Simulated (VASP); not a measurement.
# HgTe (F-43m) in VASP: notebook

Runs on HgTe. Level: r2SCAN. Tasks: phonons.

All numbers are computed with VASP 6.6.1; they aren't measurements. Logs are shortened: lines on timing, memory, paths and dates and some standing lists are left out, and cuts for length are marked.

### 1 The cell of the first run

It takes space group F-43m (No. 216, cubic). Conventional cell: a = 6.505 Å, b = 6.505 Å, c = 6.505 Å, α = 90.00°, β = 90.00°, γ = 90.00°. Within 3.7 Å of Hg (site symmetry -43m) lie 4 Te at 2.82 Å. Te (site symmetry -43m) has 4 Hg at 2.82 Å within 3.7 Å.

### 2 Phonons, r2SCAN (34.41 Å³/atom)

Contents of INCAR:

```
PREC = Accurate
ENCUT = 520
EDIFF = 1E-8
ISMEAR = -1
SIGMA = 0.1
LREAL = F
LASPH = T
NELM = 80
ALGO = Normal
ISIF = 2
LWAVE = F
LCHARG = T
METAGGA = R2SCAN
LMIXTAU = T
IBRION = 6
NFREE = 2
POTIM = 0.015
NSW = 1
```

Contents of KPOINTS:

```
Automatic mesh
0
Gamma
  10 10 10
```

Contents of POSCAR:

```
HgTe
1.0
    0.0000000000      3.2524499914      3.2524499914
    3.2524499914      0.0000000000      3.2524499914
    3.2524499914      3.2524499914      0.0000000000
Hg Te
1 1
Direct
    0.0000000000      0.0000000000      0.0000000000
    0.7500000000      0.7500000000      0.7500000000
```

Potentials or basis: VASP PAW PBE potentials, release 64 (Hg, Te).

Run with:

```bash
$ cat potpaw_PBE.64/Hg/POTCAR potpaw_PBE.64/Te/POTCAR > POTCAR
$ mpirun -np 1 vasp_std > vasp.out
```

OUTCAR:

```text
PREC = Accurate
   ENCUT = 520
   EDIFF = 1E-8
   ISMEAR = -1
   LREAL = F
   LASPH = T
   NELM = 80
   ISIF = 2
   METAGGA = R2SCAN
   IBRION = 6
   NFREE = 2
   POTIM = 0.015
   NSW = 1

 ion  position               nearest neighbor table
   1  0.000  0.000  0.000-   2 2.82   2 2.82   2 2.82   2 2.82
   2  0.750  0.750  0.750-   1 2.82   1 2.82   1 2.82   1 2.82

  LATTYP: Found a face centered cubic cell.
 ALAT       =     6.5048999828

  Lattice vectors:

 A1 = (   0.0000000000,   3.2524499914,   3.2524499914)
 A2 = (   3.2524499914,   0.0000000000,   3.2524499914)
 A3 = (   3.2524499914,   3.2524499914,   0.0000000000)

Analysis of symmetry for initial positions (statically):
=====================================================================
 Subroutine PRICEL returns:
 Original cell was already a primitive cell.

 Routine SETGRP: Setting up the symmetry group for a
 face centered cubic supercell.

 Subroutine GETGRP returns: Found 24 space group operations
 (whereof 24 operations were pure point group operations)
 out of a pool of 48 trial point group operations.

The static configuration has the point symmetry T_d .

Analysis of symmetry for dynamics (positions and initial velocities):
=====================================================================
 Subroutine PRICEL returns:
 Original cell was already a primitive cell.

 Routine SETGRP: Setting up the symmetry group for a
 face centered cubic supercell.

 Subroutine GETGRP returns: Found 24 space group operations
 (whereof 24 operations were pure point group operations)
 out of a pool of 48 trial point group operations.

The dynamic configuration has the point symmetry T_d .

 Subroutine INISYM returns: Found 24 space group operations
 (whereof 24 operations are pure point group operations),
 and found     1 'primitive' translations

----------------------------------------------------------------------------------------

                                     Primitive cell

  volume of cell :      68.8116

  direct lattice vectors                    reciprocal lattice vectors
     0.000000000  3.252449991  3.252449991    -0.153730265  0.153730265  0.153730265
     3.252449991  0.000000000  3.252449991     0.153730265 -0.153730265  0.153730265
     3.252449991  3.252449991  0.000000000     0.153730265  0.153730265 -0.153730265

  length of vectors
     4.599658889  4.599658889  4.599658889     0.266268630  0.266268630  0.266268630

  position of ions in fractional coordinates (direct lattice)
     0.000000000  0.000000000  0.000000000
     0.750000000  0.750000000  0.750000000

  ion indices of the primitive-cell ions
   primitive index   ion index
                 1           1
                 2           2

----------------------------------------------------------------------------------------

 KPOINTS: Automatic mesh

Automatic generation of k-mesh.
 Grid dimensions read from file:
 generate k-points for:   10   10   10

 Generating k-lattice:

  Cartesian coordinates                     Fractional coordinates (reciprocal lattice)
    -0.015373027  0.015373027  0.015373027     0.100000000  0.000000000  0.000000000
     0.015373027 -0.015373027  0.015373027     0.000000000  0.100000000  0.000000000
     0.015373027  0.015373027 -0.015373027     0.000000000  0.000000000  0.100000000

  Length of vectors
     0.026626863  0.026626863  0.026626863

  Shift w.r.t. Gamma in fractional coordinates (k-lattice)
     0.000000000  0.000000000  0.000000000

 Subroutine IBZKPT returns following result:
 ===========================================
[... 59 lines left out ...]
   NELECT =      18.0000    total number of electrons
   NUPDOWN=      -1.0000    fix difference up-down
   EMIN   =  10.00;   EMAX   =-10.00  energy-range for DOS
   EFERMI =   0.00;   METHOD = LEGACY
   ISMEAR =    -1;   SIGMA  =   0.10  broadening in eV -4-tet -1-fermi 0-gaus
   EFERMI_NEDOS =   21; number of points for ismear=-14 and -15
   IALGO  =     38    algorithm
   IMIX   =      4    mixing-type and parameters
     AMIX     =   0.40;   BMIX     =  1.00
     AMIX_MAG =   1.60;   BMIX_MAG =  1.00
  volume/ion in A,a.u.               =      34.41       232.18
  Fermi-wavevector in a.u.,A,eV,Ry     =   1.046996  1.978536 14.914716  1.096201
  Thomas-Fermi vector in A             =   2.181858
   LORBIT       =      0    0 simple, 1 ext, 2 COOP (PROOUT), +10 PAW based schemes
   METAGGA = R2SCAN    functional components
   LHFCALC =     F    Hartree Fock is set to
   AEXX    =    0.0000 exact exchange contribution
   IVDW    =     0    specifies the selected vdW correction
   LEPSILON=     F    determine dielectric tensor
   LRPA    =     F    only Hartree local field effects (RPA)
 finite differences with symmetry
 non-spin polarized calculation
  energy-cutoff  :      520.00
  volume of cell :       68.81
 maximum number of plane-waves:      1875
 NGX is ok and might be reduce to    36
   NGX = 17   NGY = 17   NGZ = 17

--------------------------------------- Ionic step        1  -------------------------------------------

 number of electron      18.0000002 magnetization

 Free energy of the ion-electron system (eV)
  ---------------------------------------------------
  ext. energy  EPLUGINS =         0.00000000
  ---------------------------------------------------
  free energy    TOTEN  =       -75.15461065 eV

  energy without entropy =      -75.15345391  energy(sigma->0) =      -75.15403228

------------------------ aborting loop because EDIFF is reached ----------------------------------------

  FORCE on cell =-STRESS in cart. coord.  units (eV):
  Direction    XX          YY          ZZ          XY          YZ          ZX
  --------------------------------------------------------------------------------------
  -------------------------------------------------------------------------------------
  Total        0.6119882      0.6119882      0.6119882      0.0000000      0.0000000      0.0000000
  in kB       14.2492407     14.2492407     14.2492407      0.0000000      0.0000000      0.0000000
  external PRESSURE =      14.2492407 kB  Pullay stress =       0.0000000 kB
[... 131 lines left out ...]
--------------------------------------- Ionic step        5  -------------------------------------------

 number of electron      18.0000002 magnetization

 Free energy of the ion-electron system (eV)
  ---------------------------------------------------
  ext. energy  EPLUGINS =         0.00000000
  ---------------------------------------------------
  free energy    TOTEN  =       -75.15422175 eV

  energy without entropy =      -75.15306542  energy(sigma->0) =      -75.15364358

 E-fermi :   2.9047     XC(G=0):  -9.2263

 val. band max:        2.6735784614   @ k =   0.0000   0.0000   0.0000
 cond. band min:       3.3578424705   @ k =   0.1000   0.0000   0.0000
 fundamental gap:      0.6842640092
 Fermi energy:         2.9047196390

 k-point     1 :       0.0000    0.0000    0.0000
  band No.  band energies     occupation
      1      -9.6013      2.00000
      2      -4.8763      2.00000
      3      -4.8635      2.00000
      4      -4.8506      2.00000
      5      -4.3137      2.00000
      6      -4.3135      2.00000
      7       2.2041      1.99819
      8       2.6602      1.84042
      9       2.6684      1.82798
     10       2.6736      1.81964
     11       7.2585      0.00000
     12       7.2685      0.00000
     13       7.2797      0.00000
[... 354 lines left out ...]
  band No.  band energies     occupation
      1      -8.9886      2.00000
      2      -4.6949      2.00000
      3      -4.6103      2.00000
      4      -4.5710      2.00000
      5      -4.2659      2.00000
      6      -4.2065      2.00000
      7      -1.8851      2.00000
      8       0.6303      2.00000
      9       0.8252      2.00000
     10       4.9512      0.00000
     11       5.9855      0.00000
     12       9.5189      0.00000
     13      10.2939      0.00000

 [... further k-points ...]

------------------------ aborting loop because EDIFF is reached ----------------------------------------

  FORCE on cell =-STRESS in cart. coord.  units (eV):
  Direction    XX          YY          ZZ          XY          YZ          ZX
  --------------------------------------------------------------------------------------
  -------------------------------------------------------------------------------------
  Total        0.6122616      0.6138001      0.6138001      0.0000000     -0.0794345      0.0000000
  in kB       14.2556065     14.2914281     14.2914281      0.0000000     -1.8495151      0.0000000
  external PRESSURE =      14.2794876 kB  Pullay stress =       0.0000000 kB
[... 17 lines left out ...]
  FREE ENERGIE OF THE ION-ELECTRON SYSTEM (eV)
  ---------------------------------------------------
  free  energy   TOTEN  =       -75.1542217463 eV

  energy  without entropy=      -75.1530654236  energy(sigma->0) =      -75.15364358

 INTERNAL STRAIN TENSORS FROM DISPLACED ATOMS
 ============================================

 INTERNAL STRAIN TENSOR FOR ION    1 for displacements in x,y,z  (eV/Angst):
          X           Y           Z          XY          YZ          ZX
  --------------------------------------------------------------------------------
  x     0.00000     0.00000     0.00000     0.00000    -5.29570     0.00000
  y    -0.00000     0.00000    -0.00000     0.00000     0.00000    -5.29570
  z     0.00000     0.00000     0.00000    -5.29570     0.00000     0.00000

 INTERNAL STRAIN TENSOR FOR ION    2 for displacements in x,y,z  (eV/Angst):
          X           Y           Z          XY          YZ          ZX
  --------------------------------------------------------------------------------
  x     0.00000    -0.00000    -0.00000     0.00000     5.29536     0.00000
  y     0.00000     0.00000     0.00000     0.00000     0.00000     5.29536
  z    -0.00000    -0.00000     0.00000     5.29536     0.00000     0.00000

 Eigenvectors and eigenvalues of the dynamical matrix
 ----------------------------------------------------

   1 f  =    3.292527 THz    20.687560 2PiTHz  109.826894 cm-1    13.616793 meV
             X         Y         Z           dx          dy          dz
      0.000000  0.000000  0.000000     0.000000    0.623711    0.000000
      4.878675  4.878675  4.878675     0.000000   -0.781655    0.000000
[... 21 lines left out ...]
   6 f/i=    0.000729 THz     0.004579 2PiTHz    0.024308 cm-1     0.003014 meV
             X         Y         Z           dx          dy          dz
      0.000000  0.000000  0.000000     0.000000    0.000000    0.781655
      4.878675  4.878675  4.878675     0.000000    0.000000    0.623711

 ELASTIC MODULI CONTR FROM IONIC RELAXATION (kBar)
 Direction    XX          YY          ZZ          XY          YZ          ZX
 --------------------------------------------------------------------------------
 XX          -0.0000     -0.0000     -0.0000      0.0000      0.0000     -0.0000
 YY          -0.0000     -0.0000     -0.0000      0.0000      0.0000      0.0000
 ZZ          -0.0000     -0.0000     -0.0000      0.0000      0.0000     -0.0000
 XY           0.0000      0.0000      0.0000   -188.7263      0.0000      0.0000
 YZ           0.0000      0.0000      0.0000      0.0000   -188.7263      0.0000
 ZX          -0.0000      0.0000     -0.0000      0.0000      0.0000   -188.7263
 --------------------------------------------------------------------------------
```

Run time: 25 min. Hardware: 1 thread of AMD EPYC 9R45 (Zen 5), shared host; peak memory 0.4 GiB.

What came out:

* Highest phonon frequency at Γ, LO-TO splitting left out: 110 cm⁻¹

Phonon frequencies in cm⁻¹ (negative: imaginary):
| q point | frequencies |
| --- | --- |
| (0.000, 0.000, 0.000) | 0 0 0 110 110 110 |

Caveat: the cell stands under pressure or tension, which shifts response properties; the PAW data sets were made with another functional, which shifts forces and pressure a little; spin-orbit coupling is left out, which moves the levels of the heavy elements.

### 3 Phonons, r2SCAN

This run uses another cell than the first one, of 35.47 Å³/atom.

Contents of INCAR:

```
SYSTEM = HgTe
PREC     = Accurate       ! precision mode
ENCUT    = 520            ! plane-wave cutoff, eV
EDIFF    = 1E-8           ! SCF threshold, eV
ISMEAR   = -1             ! smearing method
SIGMA    = 0.1            ! smearing width, eV
LREAL    = .FALSE.        ! projectors in reciprocal space
LASPH    = .TRUE.         ! aspherical terms in the spheres
NELM     = 80             ! most SCF steps
ALGO     = Normal         ! electronic algorithm
ISIF     = 2              ! what is computed and relaxed
LWAVE    = .FALSE.        ! write WAVECAR
LCHARG   = .TRUE.         ! write CHGCAR
METAGGA  = R2SCAN         ! meta-GGA
LMIXTAU  = .TRUE.       
IBRION   = 6              ! ionic algorithm
NFREE    = 2            
POTIM    = 0.015          ! step
NSW      = 1              ! ionic steps
```

Contents of KPOINTS:

```
regular mesh
0
G
  10 10 10
  0 0 0
```

Contents of POSCAR:

```
HgTe
1.0
    0.0000000000      3.2856405490      3.2856405490
    3.2856405490      0.0000000000      3.2856405490
    3.2856405490      3.2856405490      0.0000000000
Hg Te
1 1
Direct
    0.0000000000      0.0000000000      0.0000000000
    0.7500000000      0.7500000000      0.7500000000
```

Potentials or basis: VASP PAW PBE potentials, release 64 (Hg, Te).

Run with:

```bash
$ cat potpaw_PBE.64/Hg/POTCAR potpaw_PBE.64/Te/POTCAR > POTCAR
$ mpirun -np 1 vasp_std > vasp.out
```

OUTCAR:

```text
SYSTEM = HgTe
   PREC = Accurate
   ENCUT = 520
   EDIFF = 1E-8
   ISMEAR = -1
   LREAL = .FALSE.
   LASPH = .TRUE.
   NELM = 80
   ISIF = 2
   METAGGA = R2SCAN
   IBRION = 6
   NFREE = 2
   POTIM = 0.015
   NSW = 1

 ion  position               nearest neighbor table
   1  0.000  0.000  0.000-   2 2.85   2 2.85   2 2.85   2 2.85
   2  0.750  0.750  0.750-   1 2.85   1 2.85   1 2.85   1 2.85

  LATTYP: Found a face centered cubic cell.
[... 767 lines left out ...]
  x    -0.00000    -0.00000    -0.00000     0.00000    -4.21279     0.00000
  y    -0.00000     0.00000    -0.00000     0.00000     0.00000    -4.21279
  z    -0.00000    -0.00000    -0.00000    -4.21279     0.00000     0.00000

 INTERNAL STRAIN TENSOR FOR ION    2 for displacements in x,y,z  (eV/Angst):
          X           Y           Z          XY          YZ          ZX
  --------------------------------------------------------------------------------
  x     0.00000    -0.00000    -0.00000     0.00000     4.21413     0.00000
  y    -0.00000     0.00000    -0.00000     0.00000     0.00000     4.21413
  z    -0.00000    -0.00000     0.00000     4.21413     0.00000     0.00000

 Eigenvectors and eigenvalues of the dynamical matrix
 ----------------------------------------------------

   1 f  =    3.052783 THz    19.181198 2PiTHz  101.829863 cm-1    12.625288 meV
             X         Y         Z           dx          dy          dz
      0.000000  0.000000  0.000000    -0.000000   -0.623539    0.000000
      4.928461  4.928461  4.928461     0.000000    0.781792    0.000000
[... 21 lines left out ...]
   6 f/i=    0.000007 THz     0.000044 2PiTHz    0.000236 cm-1     0.000029 meV
             X         Y         Z           dx          dy          dz
      0.000000  0.000000  0.000000     0.774037   -0.109843    0.000000
      4.928461  4.928461  4.928461     0.617354   -0.087608    0.000000

 ELASTIC MODULI CONTR FROM IONIC RELAXATION (kBar)
 Direction    XX          YY          ZZ          XY          YZ          ZX
 --------------------------------------------------------------------------------
 XX          -0.0000     -0.0000     -0.0000     -0.0000     -0.0000     -0.0000
 YY          -0.0000     -0.0000     -0.0000     -0.0000     -0.0000     -0.0000
 ZZ          -0.0000     -0.0000     -0.0000     -0.0000     -0.0000     -0.0000
 XY          -0.0000     -0.0000     -0.0000   -134.8257      0.0000      0.0000
 YZ          -0.0000     -0.0000     -0.0000      0.0000   -134.8257      0.0000
 ZX          -0.0000     -0.0000     -0.0000      0.0000      0.0000   -134.8257
 --------------------------------------------------------------------------------
```

OSZICAR:

```text
N       E                     dE             d eps       ncg     rms          rms(c)
DAV:   1     0.323358098155E+02    0.32336E+02   -0.81576E+03  1230   0.121E+03
DAV:   2    -0.757173317082E+02   -0.10805E+03   -0.10231E+03  1312   0.269E+02
DAV:   3    -0.802687510444E+02   -0.45514E+01   -0.45269E+01  1512   0.574E+01
[... 78 lines left out ...]
DAV:   6    -0.751645093686E+02   -0.26736E-04   -0.38257E-05  4486   0.463E-02    0.827E-03
DAV:   7    -0.751645115624E+02   -0.21938E-05   -0.10884E-06  5006   0.875E-03    0.143E-03
DAV:   8    -0.751645116890E+02   -0.12660E-06   -0.12596E-07  4566   0.350E-03    0.143E-03
DAV:   9    -0.751645117678E+02   -0.78815E-07   -0.31239E-08  4806   0.180E-03    0.403E-04
DAV:  10    -0.751645117853E+02   -0.17491E-07   -0.13649E-08  3286   0.906E-04    0.860E-05
DAV:  11    -0.751645117839E+02    0.14481E-08   -0.10229E-09  2318   0.265E-04
   5 F= -.75164512E+02 E0= -.75163873E+02  d E =-.127672E-02
```

stdout:

```text
POSCAR found type information on POSCAR HgTe
 POSCAR found :  2 types and       2 ions
 scaLAPACK will be used
 -----------------------------------------------------------------------------
|                                                                             |
|                                                                             |
|     You enforced a specific xc type in the INCAR file but a different       |
|     I HOPE YOU KNOW WHAT YOU ARE DOING!                                     |
|                                                                             |
 -----------------------------------------------------------------------------

 LDA part: xc-table for (None), standard interpolation
 POSCAR, INCAR and KPOINTS ok, starting setup
 FFT: planning ... GRIDC
 FFT: planning ... GRID_SOFT
 FFT: planning ... GRID
 WAVECAR not read
 entering main loop
 Found     2 degrees of freedom:
 Finite differences POTIM= 0.01500 DOF=   2
 bond charge predicted
 Finite differences progress:
 bond charge predicted
 Finite differences progress:
 bond charge predicted
 Finite differences progress:
 bond charge predicted
 Finite differences progress:
```

Run time: 30 min. Hardware: 1 thread of Intel Xeon Platinum 8259CL at 2.50GHz (Skylake/Cascade Lake), shared host; peak memory 0.43 GiB.

What came out:

* Highest phonon frequency at Γ, LO-TO splitting left out: 102 cm⁻¹

Phonon frequencies in cm⁻¹ (negative: imaginary):
| q point | frequencies |
| --- | --- |
| (0.000, 0.000, 0.000) | 0 0 0 102 102 102 |

Caveat: the PAW data sets were made with another functional, which shifts forces and pressure a little; spin-orbit coupling is left out, which moves the levels of the heavy elements.

(Part 1 of 2 ends here.)
